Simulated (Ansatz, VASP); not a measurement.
**Mn3Si: VASP beside Ansatz**

```xyz
4
Lattice="0.0000 2.9534 2.9534 2.9534 0.0000 2.9534 2.9534 2.9534 0.0000" Properties=species:S:1:pos:R:3 pbc="T T T"
Mn    2.9534    2.9534    2.9534
Mn    1.4767    1.4767    1.4767
Mn    4.4300    4.4300    4.4300
Si    0.0000    0.0000    0.0000
```

Change from the starting cell: volume scaled by 1.1, LAPW.

Alike in both runs: task single point; functional LDA; k mesh 10 × 10 × 10; occupations fermi-dirac, width 0.05 eV; collinear spin.

|  | VASP | Ansatz |
| --- | --- | --- |
| version | VASP 6.6.1 | Ansatz 0.2.0 |
| potentials or method | VASP PAW LDA potentials, release 64 (Mn_pv, Si), cutoff 520 eV | all-electron LAPW, scalar-relativistic |

```csv
,VASP,Ansatz,Ansatz less VASP
pressure (GPa),-34.0,-33.6,+0.40
net moment per atom (μB),0.25,0.25,-0.001
size of the moment on the site where the two differ most (μB),2.73,2.85,+0.120
```

LDA's correlation is that of Perdew and Zunger in VASP and of Perdew and Wang (1992) in Ansatz. Site moments also hang on the region over which each program counts them. Both programs put the cell under strong tension, so it lies far from rest at this level. Ansatz ran all-electron here, and VASP with PAW potentials. Ansatz's warnings: seeded moment not kept.

Noted on VASP's run: the cell as given lies far from equilibrium.
